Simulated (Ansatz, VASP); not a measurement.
## ZnH2 in VASP and in Ansatz

```
Zn H
1.0
     3.03618    0.00000    0.00000
    -1.51809    2.62941    0.00000
     0.00000    0.00000    3.08741
Zn H
1 2
Direct
  0.00000 0.00000 0.50000
  0.33333 0.66667 0.00000
  0.66667 0.33333 0.50000
```

Change from the starting cell: ordered vacancies on the cation sites of nickel arsenide (P-6m2, No. 187).

Alike in both runs: functional PBE; k mesh 6 × 6 × 6; occupations gaussian, width 0.1 eV; no spin polarisation.

Ansatz relaxed the structure, and its values are those at the end. VASP's run is a single point on that final structure, the one shown.

|  | VASP | Ansatz |
| --- | --- | --- |
| version | VASP 6.6.1 | Ansatz 0.2.0 |
| potentials or method | VASP PAW PBE potentials, release 64 (Zn, H), cutoff 520 eV | scalar-relativistic, plane waves, PAW |
| valence electrons in the cell | 14 | 14 |

```tsv
	VASP	Ansatz	Ansatz less VASP
gap on the k mesh at the Fermi level (eV)	none	none	-
pressure (GPa)	0.1	-0.1	-0.17
```

A gap of «none» marks a metal or a gap that the smearing closes.

The k mesh is coarse, so the values compare programs but aren't converged.
